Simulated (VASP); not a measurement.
# Al (I4/mmm) in VASP: a series of runs, part 2 of 2

VASP 6.6.1. The steps go on from the part before.

### Step 4. Single point, PBE+D3(BJ) (strain +0.015 along x and y, +0.000 along z)

The input, INCAR:

```
PREC     = Accurate       # precision mode
ENCUT    = 520            # plane-wave cutoff, eV
EDIFF    = 1E-6           # SCF threshold, eV
ISMEAR   = 0              # smearing method
SIGMA    = 0.15           # smearing width, eV
LREAL    = False          # projectors in reciprocal space
LASPH    = True           # aspherical terms in the spheres
NELM     = 100            # most SCF steps
ALGO     = Fast           # electronic algorithm
ISIF     = 2              # what is computed and relaxed
LWAVE    = False          # write WAVECAR
LCHARG   = False          # write CHGCAR
GGA      = PE             # functional
IVDW     = 12             # dispersion correction
NBANDS   = 8              # bands
```

The input, KPOINTS:

```
regular mesh
0
Gamma
  20 20 20
```

The input, POSCAR:

```
Al
1.0
    0.0000000000      2.0543397000      2.0239800000
    2.0543397000      0.0000000000      2.0239800000
    2.0543397000      2.0543397000      0.0000000000
Al
1
Direct
    0.0000000000      0.0000000000      0.0000000000
```

Potentials or basis: VASP PAW PBE potentials, release 64 (Al).

The run is started by

```console
$ cat potpaw_PBE.64/Al/POTCAR > POTCAR
$ mpirun -np 1 vasp_std > vasp.out
```

OUTCAR:

```text
PREC = Accurate
   ENCUT = 520
   EDIFF = 1E-6
   ISMEAR = 0
   LREAL = False
   LASPH = True
   NELM = 100
   ISIF = 2
   GGA = PE
   IVDW = 12
 IVDW          = 12

 ion  position               nearest neighbor table
   1  0.000  0.000  0.000-

  LATTYP: Found a body centered tetragonal cell.
 ALAT       =     2.9052750655
 C/A-ratio  =     1.3933138546

  Lattice vectors:

 A1 = (   0.0000000000,  -2.0543397000,  -2.0239800000)
 A2 = (   0.0000000000,   2.0543397000,  -2.0239800000)
 A3 = (   2.0543397000,   0.0000000000,   2.0239800000)

Analysis of symmetry for initial positions (statically):
=====================================================================
 Subroutine PRICEL returns:
 Original cell was already a primitive cell.

 Routine SETGRP: Setting up the symmetry group for a
 body centered tetragonal supercell.

 Subroutine GETGRP returns: Found 16 space group operations
 (whereof 16 operations were pure point group operations)
 out of a pool of 16 trial point group operations.

The static configuration has the point symmetry D_4h.

Analysis of symmetry for dynamics (positions and initial velocities):
=====================================================================
 Subroutine PRICEL returns:
 Original cell was already a primitive cell.

 Routine SETGRP: Setting up the symmetry group for a
 body centered tetragonal supercell.

 Subroutine GETGRP returns: Found 16 space group operations
 (whereof 16 operations were pure point group operations)
 out of a pool of 16 trial point group operations.

The dynamic configuration has the point symmetry D_4h.

 Subroutine INISYM returns: Found 16 space group operations
 (whereof 16 operations are pure point group operations),
 and found     1 'primitive' translations

----------------------------------------------------------------------------------------

                                     Primitive cell

  volume of cell :      17.0837

  direct lattice vectors                    reciprocal lattice vectors
     0.000000000  2.054339700  2.023980000    -0.243387206  0.243387206  0.247038014
     2.054339700  0.000000000  2.023980000     0.243387206 -0.243387206  0.247038014
     2.054339700  2.054339700  0.000000000     0.243387206  0.243387206 -0.247038014

  length of vectors
     2.883887419  2.883887419  2.905275065     0.423677288  0.423677288  0.423677288

  position of ions in fractional coordinates (direct lattice)
     0.000000000  0.000000000  0.000000000

  ion indices of the primitive-cell ions
   primitive index   ion index
                 1           1

----------------------------------------------------------------------------------------

 KPOINTS: regular mesh

Automatic generation of k-mesh.
 Grid dimensions read from file:
 generate k-points for:   20   20   20

 Generating k-lattice:

  Cartesian coordinates                     Fractional coordinates (reciprocal lattice)
    -0.012169360  0.012169360  0.012351901     0.050000000  0.000000000  0.000000000
     0.012169360 -0.012169360  0.012351901     0.000000000  0.050000000  0.000000000
     0.012169360  0.012169360 -0.012351901     0.000000000  0.000000000  0.050000000

  Length of vectors
     0.021183864  0.021183864  0.021183864

  Shift w.r.t. Gamma in fractional coordinates (k-lattice)
     0.000000000  0.000000000  0.000000000

 Subroutine IBZKPT returns following result:
 ===========================================

 Found    641 irreducible k-points:

 Following reciprocal coordinates:
            Coordinates               Weight
  0.000000  0.000000  0.000000      1.000000
  0.050000  0.000000  0.000000      8.000000
  0.100000  0.000000  0.000000      8.000000
  0.150000  0.000000  0.000000      8.000000
  0.200000  0.000000  0.000000      8.000000
  0.250000  0.000000  0.000000      8.000000
[... 16 lines left out ...]
 -0.400000  0.050000  0.000000      8.000000
 -0.350000  0.050000  0.000000      8.000000
 [... further k-points ...]
   k-points           NKPTS =    641   k-points in BZ     NKDIM =    641   number of bands    NBANDS=      8
   number of dos      NEDOS =    301   number of ions     NIONS =      1
   total plane-waves  NPLWV =  13824
   dimension x,y,z NGX =    24 NGY =   24 NGZ =   24
   dimension x,y,z NGXF=    48 NGYF=   48 NGZF=   48
   ions per type =               1
   NGX,Y,Z   is equivalent  to a cutoff of  13.84, 13.84, 13.73 a.u.
   NGXF,Y,Z  is equivalent  to a cutoff of  27.67, 27.67, 27.47 a.u.
 SYSTEM =  unknown system
   PREC   = accura    normal or accurate (medium, high low for compatibility)
   ISTART =      0    job   : 0-new  1-cont  2-samecut
   ICHARG =      2    charge: 1-file 2-atom 10-const
   ISPIN  =      1    spin polarized calculation?
   LNONCOLLINEAR =      F non collinear calculations
   LSORBIT =      F    spin-orbit coupling
   LASPH  =      T    aspherical Exc in radial PAW
   ENCUT  =  520.0 eV  38.22 Ry    6.18 a.u.   5.36  5.36  5.40*2*pi/ulx,y,z
   NELM   =    100;   NELMIN=  2; NELMDL= -5     # of ELM steps
   EDIFF  = 0.1E-05   stopping-criterion for ELM
   LREAL  =      F    real-space projection
   EDIFFG = 0.1E-04   stopping-criterion for IOM
   NSW    =      0    number of steps for IOM
   IBRION =     -1    ionic relax: 0-MD 1-quasi-New 2-CG
   NFREE  =      0    steps in history (QN), initial steepest desc. (CG)
   ISIF   =      2    stress and relaxation
   ISYM   =      2    0-nonsym 1-usesym 2-fastsym
   POTIM  = 0.5000    time-step for ionic-motion
   TEBEG  =    0.0;   TEEND  =   0.0 temperature during run
   PSTRESS=    0.0 pullay stress
   NELECT =       3.0000    total number of electrons
   NUPDOWN=      -1.0000    fix difference up-down
   EMIN   =  10.00;   EMAX   =-10.00  energy-range for DOS
   EFERMI =   0.00;   METHOD = LEGACY
   ISMEAR =     0;   SIGMA  =   0.15  broadening in eV -4-tet -1-fermi 0-gaus
   EFERMI_NEDOS =   21; number of points for ismear=-14 and -15
   IALGO  =     68    algorithm
   IMIX   =      4    mixing-type and parameters
     AMIX     =   0.40;   BMIX     =  1.00
     AMIX_MAG =   1.60;   BMIX_MAG =  1.00
  volume/ion in A,a.u.               =      17.08       115.29
  Fermi-wavevector in a.u.,A,eV,Ry     =   0.916759  1.732423 11.434967  0.840446
  Thomas-Fermi vector in A             =   2.041650
   LORBIT       =      0    0 simple, 1 ext, 2 COOP (PROOUT), +10 PAW based schemes
   GGA     = PE    functional components
   LHFCALC =     F    Hartree Fock is set to
   AEXX    =    0.0000 exact exchange contribution
   IVDW    =    12    specifies the selected vdW correction
   LEPSILON=     F    determine dielectric tensor
   LRPA    =     F    only Hartree local field effects (RPA)
 non-spin polarized calculation
 RMM-DIIS sequential band-by-band and
 Gauss-broadening in eV      SIGMA  =   0.15
  energy-cutoff  :      520.00
  volume of cell :       17.08
 maximum number of plane-waves:       481
 NGX is ok and might be reduce to    24
   NGX = 11   NGY = 11   NGZ = 11

 number of electron       3.0000000 magnetization

 Free energy of the ion-electron system (eV)
  ---------------------------------------------------
  ext. energy  EPLUGINS =         0.00000000
  ---------------------------------------------------
  free energy    TOTEN  =        -3.74285370 eV

  energy without entropy =       -3.73802333  energy(sigma->0) =       -3.74043852

 E-fermi :   7.6772     XC(G=0): -10.0717

 val. band max:        7.6747797399   @ k =  -0.3500   0.1000   0.4000
 cond. band min:       7.6811149835   @ k =   0.5000   0.4000   0.0000
 fundamental gap:      0.0063352435
 Fermi energy:         7.6772234631

 k-point     1 :       0.0000    0.0000    0.0000
  band No.  band energies     occupation
      1      -3.2543      2.00000
      2      20.0205      0.00000
      3      20.0205      0.00000
      4      20.1778      0.00000
      5      21.2744      0.00000
      6      21.3195      0.00000
      7      21.3195      0.00000
      8      23.8614      0.00000
[... 243 lines left out ...]
 k-point    24 :      -0.3500    0.0500    0.0000
  band No.  band energies     occupation
      1       0.3219      2.00000
      2       7.1279      2.00000
      3      16.9416      0.00000
      4      18.9143      0.00000
      5      19.2926      0.00000
      6      20.5790      0.00000
      7      22.1644      0.00000
      8      25.0622      0.00000

 [... further k-points ...]

------------------------ aborting loop because EDIFF is reached ----------------------------------------

 Edisp (eV)   -0.32440

 E8    (eV) :    -0.1450

  FORCE on cell =-STRESS in cart. coord.  units (eV):
  Direction    XX          YY          ZZ          XY          YZ          ZX
  --------------------------------------------------------------------------------------
  -------------------------------------------------------------------------------------
  Total      -0.60576    -0.60576    -0.60232     0.00000     0.00000     0.00000
  in kB     -56.81060   -56.81060   -56.48834     0.00000     0.00000     0.00000
  external pressure =      -56.70 kB  Pullay stress =        0.00 kB

 VOLUME and BASIS-vectors are now :
 -----------------------------------------------------------------------------
  energy-cutoff  :      520.00
  volume of cell :       17.08
      direct lattice vectors                 reciprocal lattice vectors
     0.000000000  2.054339700  2.023980000    -0.243387206  0.243387206  0.247038014
     2.054339700  0.000000000  2.023980000     0.243387206 -0.243387206  0.247038014
     2.054339700  2.054339700  0.000000000     0.243387206  0.243387206 -0.247038014

 POSITION                                       TOTAL-FORCE (eV/Angst)
 -----------------------------------------------------------------------------------
      0.00000      0.00000      0.00000        -0.000000      0.000000      0.000000
 -----------------------------------------------------------------------------------
    total drift:                                0.000000     -0.000000     -0.000000

  FREE ENERGIE OF THE ION-ELECTRON SYSTEM (eV)
  ---------------------------------------------------
  free  energy   TOTEN  =        -4.0672540071 eV

  energy  without entropy=       -4.0624236337  energy(sigma->0) =       -4.06483882
```

Run time: 20 s. Hardware: 1 thread of Intel Xeon 6975P-C (Granite Rapids), shared host; peak memory 0.2 GiB.

Results:

- Free energy: -4.0673 eV
- Pressure: -5.7 GPa
- Dispersion energy per atom: -0.324 eV

Levels at points of the mesh, in eV from the Fermi level:
```
           k point  band 1  band 2  band 3  band 4  band 5  band 6
(0.00, 0.00, 0.00)  -10.93   12.34   12.34   12.50   13.60   13.64
(0.50, 0.00, 0.00)   -4.49   -4.37   10.83   11.10   11.17   11.42
(0.50, 0.50, 0.00)   -2.73   -1.43    5.10    5.22    5.22    8.53
(0.50, 0.00, 0.50)   -2.94   -1.73    5.27    5.44    5.54    8.81
```

Caveat: the cell differs from its parent crystal (strain +0.015 along x and y, +0.000 along z); pairwise dispersion overbinds metals, which lowers pressure and volume.

### Step 5. Single point, PBE+D3(BJ) (strain +0.030 along x and y, +0.000 along z)

The input, INCAR:

```
SYSTEM = Al
PREC = Accurate ; ENCUT = 520
EDIFF = 1E-6 ; ISMEAR = 0
SIGMA = 0.15 ; LREAL = .FALSE.
LASPH = .TRUE. ; NELM = 80
ALGO = Normal ; ISIF = 2
LWAVE = .FALSE. ; LCHARG = .FALSE.
GGA = PE ; IVDW = 12
NBANDS = 8
```

The input, KPOINTS:

```
Automatic mesh
0
G
  20 20 20
  0 0 0
```

The input, POSCAR:

```
Al
1.0
    0.0000000000      2.0846994000      2.0239800000
    2.0846994000      0.0000000000      2.0239800000
    2.0846994000      2.0846994000      0.0000000000
Al
1
Direct
    0.0000000000      0.0000000000      0.0000000000
```

The run is started by

```console
$ cat potpaw_PBE.64/Al/POTCAR > POTCAR
$ mpirun -np 1 vasp_std > vasp.out
```

It took 20 s on 1 thread of Intel Xeon 6975P-C (Granite Rapids), shared host; peak memory 0.19 GiB.

Results (log left out):

```yaml
Free_energy: -4.0464 eV
Pressure: -7.2 GPa
Dispersion_energy_per_atom: -0.315 eV
```

Stress tensor (GPa, compression positive):
```
-7.44  0.00  0.00
 0.00 -7.44  0.00
 0.00  0.00 -6.82
```

Levels at points of the mesh, in eV from the Fermi level:
| k point | band 1 | band 2 | band 3 | band 4 | band 5 |
| --- | --- | --- | --- | --- | --- |
| (0.00, 0.00, 0.00) | -10.73 | 12.15 | 12.15 | 12.46 | 13.21 |
| (0.50, 0.00, 0.00) | -4.36 | -4.32 | 10.38 | 10.83 | 11.01 |
| (0.50, 0.50, 0.00) | -2.52 | -1.22 | 4.94 | 4.94 | 5.00 |
| (0.50, 0.00, 0.50) | -2.93 | -1.82 | 5.33 | 5.36 | 5.56 |

Caveat: the cell differs from its parent crystal (strain +0.030 along x and y, +0.000 along z); pairwise dispersion overbinds metals, which lowers pressure and volume.

### Step 6. Single point, PBE+D3(BJ) (strain +0.015 along x and y, +0.030 along z)

The input, INCAR:

```
SYSTEM = Al
ALGO     = Normal         ! electronic algorithm
EDIFF    = 1E-6           ! SCF threshold, eV
ENCUT    = 520            ! plane-wave cutoff, eV
GGA      = PE             ! functional
ISIF     = 2              ! what is computed and relaxed
ISMEAR   = 0              ! smearing method
IVDW     = 12             ! dispersion correction
LASPH    = .True.         ! aspherical terms in the spheres
LCHARG   = .True.         ! write CHGCAR
LELF     = .True.         ! ELF
LREAL    = .False.        ! projectors in reciprocal space
LVHAR    = .True.       
LWAVE    = .False.        ! write WAVECAR
NBANDS   = 8              ! bands
NELM     = 80             ! most SCF steps
PREC     = Accurate       ! precision mode
SIGMA    = 0.15           ! smearing width, eV
```

The input, KPOINTS:

```
k-points
0
Gamma
  20 20 20
  0 0 0
```

The input, POSCAR:

```
Al
1.0
    0.0000000000      2.0543397000      2.0846994000
    2.0543397000      0.0000000000      2.0846994000
    2.0543397000      2.0543397000      0.0000000000
Al
1
Direct
    0.0000000000      0.0000000000      0.0000000000
```

Potentials or basis: VASP PAW PBE potentials, release 64 (Al).

The run is started by

```console
$ cat potpaw_PBE.64/Al/POTCAR > POTCAR
$ mpirun -np 1 vasp_std > vasp.out
```

Wall time 22 s (1 thread of Intel Xeon 6975P-C (Granite Rapids), shared host); peak memory 0.2 GiB.

Results (log left out):

```yaml
Free_energy: -4.0463 eV
Pressure: -7.3 GPa
Dispersion_energy_per_atom: -0.315 eV
```

Stress tensor (GPa, compression positive):
```
-7.10  0.00  0.00
 0.00 -7.10  0.00
 0.00  0.00 -7.62
```

Levels at points of the mesh, in eV from the Fermi level:
```tsv
k point	band 1	band 2	band 3	band 4	band 5	band 6
(0.00, 0.00, 0.00)	-10.73	12.13	12.29	12.29	13.24	13.24
(0.50, 0.00, 0.00)	-4.37	-4.33	10.53	10.88	10.97	11.29
(0.50, 0.50, 0.00)	-2.93	-1.83	5.31	5.44	5.44	8.64
(0.50, 0.00, 0.50)	-2.74	-1.53	5.13	5.16	5.24	8.37
```

Caveat: the cell differs from its parent crystal (strain +0.015 along x and y, +0.030 along z); pairwise dispersion overbinds metals, which lowers pressure and volume.

### Step 7. Overview

```csv
cell,gap on the mesh (eV),pressure (GPa)
"a = 2.863, b = 2.863, c = 2.905 Å, angles 59.5, 59.5, 61.0°, 1 atom",none,-4.7
"a = 2.906, b = 2.906, c = 2.862 Å, angles 60.5, 60.5, 59.0°, 1 atom",none,-5.7
"a = 2.884, b = 2.884, c = 2.905 Å, angles 59.8, 59.8, 60.5°, 1 atom",none,-5.7
"a = 2.906, b = 2.906, c = 2.948 Å, angles 59.5, 59.5, 61.0°, 1 atom",none,-7.2
"a = 2.927, b = 2.927, c = 2.905 Å, angles 60.2, 60.2, 59.5°, 1 atom",none,-7.3
```

Alike in all rows: task single point; level PBE+D3(BJ); potentials or basis VASP PAW PBE potentials, release 64 (Al); no spin polarisation; k mesh 20 × 20 × 20; cutoff (eV) 520; smearing gaussian 0.15 eV.

Caveats: pairwise dispersion overbinds metals, which lowers pressure and volume.

Total energies depend on the potentials used, so only differences within one code and one set of settings carry meaning.
